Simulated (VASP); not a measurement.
Here is a VASP 6.6.1 calculation.

The input POSCAR:

```
PbS
1.0
    2.0637484134     -5.8692756837      0.0000000000
    2.0637484134      5.8692756837      0.0000000000
    0.0000000000      0.0000000000      4.2604423684
Pb S
2 2
Direct
    0.8722772593      0.1277227407      0.7500000000
    0.1277227407      0.8722772593      0.2500000000
    0.6436799881      0.3563200119      0.7500000000
    0.3563200119      0.6436799881      0.2500000000
```

The input INCAR.step1:

```
SYSTEM = PbS
PREC = Accurate ; ENCUT = 520
ISMEAR = 0 ; SIGMA = 0.01
LREAL = .False. ; LASPH = .True.
NELM = 60 ; NBANDS = 28
GGA = PE ; ALGO = Normal
EDIFF = 1E-4 ; LWAVE = .True.
LCHARG = .False.
```

The input INCAR.step2:

```
SYSTEM = PbS
PREC = Accurate ; ENCUT = 520
EDIFF = 1E-6 ; ISMEAR = 0
SIGMA = 0.01 ; LREAL = .False.
LASPH = .True. ; NELM = 60
ALGO = Normal ; ISIF = 2
LWAVE = .False. ; LCHARG = .False.
METAGGA = R2SCAN ; LMIXTAU = .True.
NBANDS = 28 ; ISTART = 1
```

The input KPOINTS:

```
Automatic mesh
0
Gamma
  4 4 4
  0 0 0
```

Potentials or basis: VASP PAW PBE potentials, release 64 (Pb_d, S).

Run with:

```sh
$ cat potpaw_PBE.64/Pb_d/POTCAR potpaw_PBE.64/S/POTCAR > POTCAR
$ cp INCAR.step1 INCAR
$ mpirun -np 1 vasp_std > vasp.out
$ cp INCAR.step2 INCAR
$ mpirun -np 1 vasp_std > vasp.out
```

Problem. Estimate the pressure.

Solution. 1.0 GPa.

Problem. Estimate the band gap on the k mesh.

Solution. 1.52 eV, indirect (least direct gap 1.95 eV).

Forces on the atoms (eV/Å):
```
Pb   0.000  0.022  0.000
Pb   0.000 -0.022  0.000
S    0.000 -0.039  0.000
S    0.000  0.039  0.000
```

Caveat: the PAW data sets were made with another functional, which shifts forces and pressure a little; spin-orbit coupling is left out, which moves the levels of the heavy elements. A k mesh can miss the band edges.
